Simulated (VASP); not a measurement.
# GaN (F-43m) in VASP: settings compared

GaN is run at these levels: LDA, revPBE, PBEsol, r2SCAN; tasks: single point.

All numbers are computed with VASP 6.6.1; they aren't measurements. Logs are shortened: lines on timing, memory, paths and dates and some standing lists are left out, and cuts for length are marked.

**1. The cell of the first run**

It takes space group F-43m (No. 216, cubic). Conventional cell: a = 4.507 Å, b = 4.507 Å, c = 4.507 Å, α = 90.00°, β = 90.00°, γ = 90.00°. Within 2.6 Å of Ga (site symmetry -43m) lie 4 N at 1.95 Å. Within 2.6 Å of N (site symmetry -43m) lie 4 Ga at 1.95 Å.

**2. Single point, LDA**

File INCAR:

```
  ALGO = Normal
  EDIFF = 1E-6
  ENCUT = 520
  GGA = CA
  ISIF = 2
  ISMEAR = 0
  LASPH = True
  LCHARG = False
  LREAL = False
  LWAVE = False
  NBANDS = 16
  NELM = 80
  PREC = Accurate
  SIGMA = 0.01
```

File KPOINTS:

```
k-points
0
Gamma
  8 8 8
```

File POSCAR:

```
GaN
1.0
    0.0000000000      2.2535006100      2.2535006100
    2.2535006100      0.0000000000      2.2535006100
    2.2535006100      2.2535006100      0.0000000000
Ga N
1 1
Direct
    0.0000000000      0.0000000000      0.0000000000
    0.7500000000      0.7500000000      0.7500000000
```

Potentials or basis: VASP PAW LDA potentials, release 64 (Ga_d, N).

On the command line:

```sh
> cat potpaw_LDA.64/Ga_d/POTCAR potpaw_LDA.64/N/POTCAR > POTCAR
> mpirun -np 1 vasp_std > vasp.out
```

OUTCAR:

```text
EDIFF = 1E-6
   ENCUT = 520
   GGA = CA
   ISIF = 2
   ISMEAR = 0
   LASPH = True
   LREAL = False
   NELM = 80
   PREC = Accurate

 ion  position               nearest neighbor table
   1  0.000  0.000  0.000-   2 1.95   2 1.95   2 1.95   2 1.95
   2  0.750  0.750  0.750-   1 1.95   1 1.95   1 1.95   1 1.95

  LATTYP: Found a face centered cubic cell.
 ALAT       =     4.5070012200

  Lattice vectors:

 A1 = (   0.0000000000,   2.2535006100,   2.2535006100)
 A2 = (   2.2535006100,   0.0000000000,   2.2535006100)
 A3 = (   2.2535006100,   2.2535006100,   0.0000000000)

Analysis of symmetry for initial positions (statically):
=====================================================================
 Subroutine PRICEL returns:
 Original cell was already a primitive cell.

 Routine SETGRP: Setting up the symmetry group for a
 face centered cubic supercell.

 Subroutine GETGRP returns: Found 24 space group operations
 (whereof 24 operations were pure point group operations)
 out of a pool of 48 trial point group operations.

The static configuration has the point symmetry T_d .

Analysis of symmetry for dynamics (positions and initial velocities):
=====================================================================
 Subroutine PRICEL returns:
 Original cell was already a primitive cell.

 Routine SETGRP: Setting up the symmetry group for a
 face centered cubic supercell.

 Subroutine GETGRP returns: Found 24 space group operations
 (whereof 24 operations were pure point group operations)
 out of a pool of 48 trial point group operations.

The dynamic configuration has the point symmetry T_d .

 Subroutine INISYM returns: Found 24 space group operations
 (whereof 24 operations are pure point group operations),
 and found     1 'primitive' translations

----------------------------------------------------------------------------------------

                                     Primitive cell

  volume of cell :      22.8877

  direct lattice vectors                    reciprocal lattice vectors
     0.000000000  2.253500610  2.253500610    -0.221877020  0.221877020  0.221877020
     2.253500610  0.000000000  2.253500610     0.221877020 -0.221877020  0.221877020
     2.253500610  2.253500610  0.000000000     0.221877020  0.221877020 -0.221877020

  length of vectors
     3.186931125  3.186931125  3.186931125     0.384302272  0.384302272  0.384302272

[... 79 lines left out ...]
   NELM   =     80;   NELMIN=  2; NELMDL= -5     # of ELM steps
   EDIFF  = 0.1E-05   stopping-criterion for ELM
   LREAL  =      F    real-space projection
   EDIFFG = 0.1E-04   stopping-criterion for IOM
   NSW    =      0    number of steps for IOM
   IBRION =     -1    ionic relax: 0-MD 1-quasi-New 2-CG
   NFREE  =      0    steps in history (QN), initial steepest desc. (CG)
   ISIF   =      2    stress and relaxation
   ISYM   =      2    0-nonsym 1-usesym 2-fastsym
   POTIM  = 0.5000    time-step for ionic-motion
   TEBEG  =    0.0;   TEEND  =   0.0 temperature during run
   PSTRESS=    0.0 pullay stress
   NELECT =      18.0000    total number of electrons
   NUPDOWN=      -1.0000    fix difference up-down
   EMIN   =  10.00;   EMAX   =-10.00  energy-range for DOS
   EFERMI =   0.00;   METHOD = LEGACY
   ISMEAR =     0;   SIGMA  =   0.01  broadening in eV -4-tet -1-fermi 0-gaus
   EFERMI_NEDOS =   21; number of points for ismear=-14 and -15
   IALGO  =     38    algorithm
   IMIX   =      4    mixing-type and parameters
     AMIX     =   0.40;   BMIX     =  1.00
     AMIX_MAG =   1.60;   BMIX_MAG =  1.00
  volume/ion in A,a.u.               =      11.44        77.23
  Fermi-wavevector in a.u.,A,eV,Ry     =   1.511117  2.855596 31.068543  2.283473
  Thomas-Fermi vector in A             =   2.621216
   LORBIT       =      0    0 simple, 1 ext, 2 COOP (PROOUT), +10 PAW based schemes
   GGA     = CA    functional components
   LHFCALC =     F    Hartree Fock is set to
   AEXX    =    0.0000 exact exchange contribution
   IVDW    =     0    specifies the selected vdW correction
   LEPSILON=     F    determine dielectric tensor
   LRPA    =     F    only Hartree local field effects (RPA)
 non-spin polarized calculation
 Gauss-broadening in eV      SIGMA  =   0.01
  energy-cutoff  :      520.00
  volume of cell :       22.89
 maximum number of plane-waves:       636
   NGX = 11   NGY = 11   NGZ = 11

 number of electron      18.0000002 magnetization

 Free energy of the ion-electron system (eV)
  ---------------------------------------------------
  ext. energy  EPLUGINS =         0.00000000
  ---------------------------------------------------
  free energy    TOTEN  =       -13.93260920 eV

  energy without entropy =      -13.93260920  energy(sigma->0) =      -13.93260920

 E-fermi :   5.1676     XC(G=0): -12.1182

 val. band max:        5.0312131931   @ k =   0.0000   0.0000   0.0000
 cond. band min:       6.7786849465   @ k =   0.0000   0.0000   0.0000
 fundamental gap:      1.7474717534
 Fermi energy:         5.1675897131

 k-point     1 :       0.0000    0.0000    0.0000
  band No.  band energies     occupation
      1     -10.7717      2.00000
      2      -8.5222      2.00000
      3      -8.5222      2.00000
      4      -8.5222      2.00000
      5      -8.2042      2.00000
      6      -8.2042      2.00000
[... 433 lines left out ...]
      3      -8.3565      2.00000
      4      -8.2246      2.00000
      5      -8.1711      2.00000
      6      -6.4837      2.00000
[... 8 lines left out ...]
     15      23.6684      0.00000
     16      25.9215      0.00000

 [... further k-points ...]

------------------------ aborting loop because EDIFF is reached ----------------------------------------

  FORCE on cell =-STRESS in cart. coord.  units (eV):
  Direction    XX          YY          ZZ          XY          YZ          ZX
  --------------------------------------------------------------------------------------
  -------------------------------------------------------------------------------------
  Total       -0.7868128     -0.7868128     -0.7868128     -0.0000000      0.0000000     -0.0000000
  in kB      -55.0781023    -55.0781023    -55.0781023     -0.0000000      0.0000000     -0.0000000
  external PRESSURE =     -55.0781023 kB  Pullay stress =       0.0000000 kB

 VOLUME and BASIS-vectors are now :
 -----------------------------------------------------------------------------
  energy-cutoff  :      520.00
  volume of cell :       22.89
      direct lattice vectors                 reciprocal lattice vectors
     0.000000000  2.253500610  2.253500610    -0.221877020  0.221877020  0.221877020
     2.253500610  0.000000000  2.253500610     0.221877020 -0.221877020  0.221877020
     2.253500610  2.253500610  0.000000000     0.221877020  0.221877020 -0.221877020

 POSITION                                       TOTAL-FORCE (eV/Angst)
 -----------------------------------------------------------------------------------
      0.00000      0.00000      0.00000         0.000000     -0.000000      0.000000
      3.38025      3.38025      3.38025        -0.000000      0.000000     -0.000000
 -----------------------------------------------------------------------------------
    total drift:                               -0.000002     -0.000002     -0.000002

  FREE ENERGIE OF THE ION-ELECTRON SYSTEM (eV)
  ---------------------------------------------------
  free  energy   TOTEN  =       -13.9326092032 eV

  energy  without entropy=      -13.9326092032  energy(sigma->0) =      -13.93260920
```

It took 9.5 s on 1 thread of Intel Xeon Platinum 8488C (Sapphire Rapids), shared host; peak memory 0.13 GiB.

What came out:

```
Free energy            : -13.9326 eV
Pressure               : -5.5 GPa
Band gap on the k mesh : 1.75 eV, direct
```

A hybrid or GW would open this gap; LDA tends to underestimate it.

**3. Single point, revPBE**

File INCAR:

```
SYSTEM = GaN
PREC     = Accurate       ! precision mode
ENCUT    = 520            ! plane-wave cutoff, eV
EDIFF    = 1E-6           ! SCF threshold, eV
ISMEAR   = 0              ! smearing method
SIGMA    = 0.01           ! smearing width, eV
LREAL    = .False.        ! projectors in reciprocal space
LASPH    = .True.         ! aspherical terms in the spheres
NELM     = 60             ! most SCF steps
ALGO     = Normal         ! electronic algorithm
ISIF     = 2              ! what is computed and relaxed
LWAVE    = .False.        ! write WAVECAR
LCHARG   = .False.        ! write CHGCAR
GGA      = RE             ! functional
NBANDS   = 16             ! bands
```

File KPOINTS:

```
regular mesh
0
Gamma
  8 8 8
  0 0 0
```

POSCAR is that of step 2.

Potentials or basis: VASP PAW PBE potentials, release 64 (Ga_d, N).

On the command line:

```sh
> cat potpaw_PBE.64/Ga_d/POTCAR potpaw_PBE.64/N/POTCAR > POTCAR
> mpirun -np 1 vasp_std > vasp.out
```

Wall time 9.2 s (1 thread of Intel Xeon Platinum 8488C (Sapphire Rapids), shared host); peak memory 0.14 GiB.

The run converged. Its results:

```yaml
Free_energy: -11.4367 eV
Pressure: 7.9 GPa
Band_gap_on_the_k_mesh: 1.76 eV, direct
```

Levels at points of the mesh, in eV from the valence-band top:
```tsv
k point	band 6	band 7	band 8	band 9	band 10	band 11	band 12	band 13
(0.00, 0.00, 0.00)	-13.13	0.00	0.00	0.00	1.76	10.36	10.36	10.36
(0.50, 0.00, 0.00)	-11.90	-7.01	-0.96	-0.96	4.70	8.79	10.41	10.41
(0.50, 0.50, 0.00)	-11.48	-6.10	-2.69	-2.69	3.39	6.73	11.81	14.04
```

Caveat: the PAW data sets were made with another functional, which shifts forces and pressure a little. A hybrid or GW would open this gap; revPBE tends to underestimate it.

**4. Single point, PBEsol**

File INCAR:

```
PREC = Accurate
ENCUT = 520
EDIFF = 1E-6
ISMEAR = 0
SIGMA = 0.01
LREAL = F
LASPH = T
NELM = 60
ALGO = Normal
ISIF = 2
LWAVE = F
LCHARG = F
GGA = PS
NBANDS = 16
```

File KPOINTS:

```
regular mesh
0
Gamma
  8 8 8
```

POSCAR is that of step 3.

On the command line:

```sh
> cat potpaw_PBE.64/Ga_d/POTCAR potpaw_PBE.64/N/POTCAR > POTCAR
> mpirun -np 1 vasp_std > vasp.out
```

Wall time 9.9 s (1 thread of Intel Xeon Platinum 8488C (Sapphire Rapids), shared host); peak memory 0.14 GiB.

The run converged. Its results:

- Free energy: -13.1215 eV
- Pressure: -1.3 GPa
- Band gap on the k mesh: 1.68 eV, direct

Levels at points of the mesh, in eV from the valence-band top:
```tsv
k point	band 5	band 6	band 7	band 8	band 9	band 10	band 11	band 12	band 13	band 14
(0.00, 0.00, 0.00)	-13.08	-13.08	0.00	0.00	0.00	1.68	10.20	10.20	10.20	17.38
(0.50, 0.00, 0.00)	-13.03	-11.83	-7.11	-0.98	-0.98	4.56	8.63	10.26	10.26	15.44
(0.50, 0.50, 0.00)	-13.00	-11.40	-6.18	-2.73	-2.73	3.22	6.56	11.57	13.88	13.88
```

Caveat: the PAW data sets were made with another functional, which shifts forces and pressure a little. As with any semilocal functional, this PBEsol gap is likely too small.

**5. Single point, r2SCAN**

POSCAR is that of step 4.

File INCAR.step1:

```
SYSTEM = GaN
ALGO = Normal ; EDIFF = 1E-4
ENCUT = 520 ; GGA = PE
ISMEAR = 0 ; LASPH = .True.
LCHARG = .False. ; LREAL = .False.
LWAVE = .True. ; NBANDS = 16
NELM = 80 ; PREC = Accurate
SIGMA = 0.01
```

File INCAR.step2:

```
SYSTEM = GaN
ALGO = Normal ; EDIFF = 1E-7
ENCUT = 520 ; ISIF = 2
ISMEAR = 0 ; ISTART = 1
LASPH = .True. ; LCHARG = .False.
LMIXTAU = .True. ; LREAL = .False.
LWAVE = .False. ; METAGGA = R2SCAN
NBANDS = 16 ; NELM = 80
PREC = Accurate ; SIGMA = 0.01
```

File KPOINTS:

```
k-points
0
Gamma
  8 8 8
  0 0 0
```

Potentials or basis: VASP PAW PBE potentials, release 64 (Ga_d, N).

On the command line:

```sh
> cat potpaw_PBE.64/Ga_d/POTCAR potpaw_PBE.64/N/POTCAR > POTCAR
> cp INCAR.step1 INCAR
> mpirun -np 1 vasp_std > vasp.out
> cp INCAR.step2 INCAR
> mpirun -np 1 vasp_std > vasp.out
```

OUTCAR:

```text
SYSTEM = GaN
   EDIFF = 1E-7
   ENCUT = 520
   ISIF = 2
   ISMEAR = 0
   ISTART = 1
   LASPH = .True.
   LREAL = .False.
   METAGGA = R2SCAN
   NELM = 80
   PREC = Accurate

 ion  position               nearest neighbor table
   1  0.000  0.000  0.000-   2 1.95   2 1.95   2 1.95   2 1.95
   2  0.750  0.750  0.750-   1 1.95   1 1.95   1 1.95   1 1.95

  LATTYP: Found a face centered cubic cell.
 ALAT       =     4.5070012200

  Lattice vectors:

[... 642 lines left out ...]

------------------------ aborting loop because EDIFF is reached ----------------------------------------

  FORCE on cell =-STRESS in cart. coord.  units (eV):
  Direction    XX          YY          ZZ          XY          YZ          ZX
  --------------------------------------------------------------------------------------
  -------------------------------------------------------------------------------------
  Total       -0.0148365     -0.0148365     -0.0148365      0.0000000     -0.0000000      0.0000000
  in kB       -1.0385789     -1.0385789     -1.0385789      0.0000000     -0.0000000      0.0000000
  external PRESSURE =      -1.0385789 kB  Pullay stress =       0.0000000 kB

 VOLUME and BASIS-vectors are now :
 -----------------------------------------------------------------------------
  energy-cutoff  :      520.00
  volume of cell :       22.89
      direct lattice vectors                 reciprocal lattice vectors
     0.000000000  2.253500610  2.253500610    -0.221877020  0.221877020  0.221877020
     2.253500610  0.000000000  2.253500610     0.221877020 -0.221877020  0.221877020
     2.253500610  2.253500610  0.000000000     0.221877020  0.221877020 -0.221877020

 POSITION                                       TOTAL-FORCE (eV/Angst)
 -----------------------------------------------------------------------------------
      0.00000      0.00000      0.00000         0.000000     -0.000000      0.000000
      3.38025      3.38025      3.38025        -0.000000      0.000000     -0.000000
 -----------------------------------------------------------------------------------
    total drift:                               -0.000009     -0.000009     -0.000009

  FREE ENERGIE OF THE ION-ELECTRON SYSTEM (eV)
  ---------------------------------------------------
  free  energy   TOTEN  =       -21.8965406028 eV

  energy  without entropy=      -21.8965406028  energy(sigma->0) =      -21.89654060
```

It took 53 s on 1 thread of Intel Xeon Platinum 8488C (Sapphire Rapids), shared host; peak memory 0.15 GiB.

What came out:

| Item | Value |
| --- | --- |
| Free energy | -21.8965 eV |
| Pressure | -0.1 GPa |
| Band gap on the k mesh | 2.12 eV, direct |

Levels at points of the mesh, in eV from the valence-band top:
| k point | band 6 | band 7 | band 8 | band 9 | band 10 | band 11 | band 12 | band 13 |
| --- | --- | --- | --- | --- | --- | --- | --- | --- |
| (0.00, 0.00, 0.00) | -13.48 | 0.00 | 0.00 | 0.00 | 2.12 | 11.00 | 11.00 | 11.00 |
| (0.50, 0.00, 0.00) | -12.35 | -7.16 | -1.00 | -1.00 | 5.16 | 9.44 | 11.00 | 11.00 |
| (0.50, 0.50, 0.00) | -11.97 | -6.22 | -2.78 | -2.78 | 3.77 | 7.24 | 12.58 | 14.94 |

Caveat: the PAW data sets were made with another functional, which shifts forces and pressure a little.

**6. The runs side by side**

```csv
level,potentials or basis,gap on the mesh (eV),pressure (GPa)
LDA,"VASP PAW LDA potentials, release 64 (Ga_d, N)",1.75,-5.5
revPBE,"VASP PAW PBE potentials, release 64 (Ga_d, N)",1.76,7.9
PBEsol,"VASP PAW PBE potentials, release 64 (Ga_d, N)",1.68,-1.3
r2SCAN,"VASP PAW PBE potentials, release 64 (Ga_d, N)",2.12,-0.1
```

Alike in all rows: task single point; no spin polarisation; cell as given; k mesh 8 × 8 × 8; cutoff (eV) 520; smearing gaussian 0.01 eV.

Caveats: the PAW data sets were made with another functional, which shifts forces and pressure a little (some runs).

Total energies depend on the potentials used, so only differences within one code and one set of settings carry meaning.
